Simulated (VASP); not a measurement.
A run of VASP 6.6.1 is set up as follows.

File INCAR:

```
SYSTEM = Zr2GaTeSe
ALGO     = Normal         ! electronic algorithm
EDIFF    = 1E-6           ! SCF threshold, eV
ENCUT    = 520            ! plane-wave cutoff, eV
GGA      = PE             ! functional
ISIF     = 2              ! what is computed and relaxed
ISMEAR   = 0              ! smearing method
LASPH    = .TRUE.         ! aspherical terms in the spheres
LCHARG   = .TRUE.         ! write CHGCAR
LELF     = .TRUE.         ! ELF
LREAL    = .FALSE.        ! projectors in reciprocal space
LVHAR    = .TRUE.       
LWAVE    = .FALSE.        ! write WAVECAR
NBANDS   = 32             ! bands
NELM     = 60             ! most SCF steps
PREC     = Accurate       ! precision mode
SIGMA    = 0.1            ! smearing width, eV
```

KPOINTS

```
k-points
0
G
  6 6 2
  0 0 0
```

File POSCAR:

```
Zr2GaTeSe
1.0
    4.4477414400      0.0000000000      0.0000000000
   -2.2238707200      3.8518570700      0.0000000000
    0.0000000000      0.0000000000      7.5744286200
Zr Ga Te Se
2 1 1 1
Direct
    0.3333333300      0.6666666700      0.2416135200
    0.6666666700      0.3333333300      0.2416135200
    0.0000000000      0.0000000000      0.4016642300
    0.0000000000      0.0000000000      0.8420200400
    0.0000000000      0.0000000000      0.1005895100
```

Potentials or basis: VASP PAW PBE potentials, release 64 (Zr_sv, Ga_d, Te, Se).

Run with:

```sh
$ cat potpaw_PBE.64/Zr_sv/POTCAR potpaw_PBE.64/Ga_d/POTCAR potpaw_PBE.64/Te/POTCAR potpaw_PBE.64/Se/POTCAR > POTCAR
$ mpirun -np 1 vasp_std > vasp.out
```

(1) Estimate the pressure.

(2) Predict the largest force.

(3) Estimate the band gap on the k mesh.

## Answers

(1) 31.7 GPa.

(2) 22.123 eV/Å.

(3) zero (an odd number of electrons rules out a gap without spin polarisation).

Caveat: the k points lie up to 0.41 Å⁻¹ apart, too coarse for converged energies and pressures of a metal; spin-orbit coupling is left out, which moves the levels of the heavy elements; forces of over 1 eV/Å act on the atoms, so gaps and moduli don't describe the material at rest.
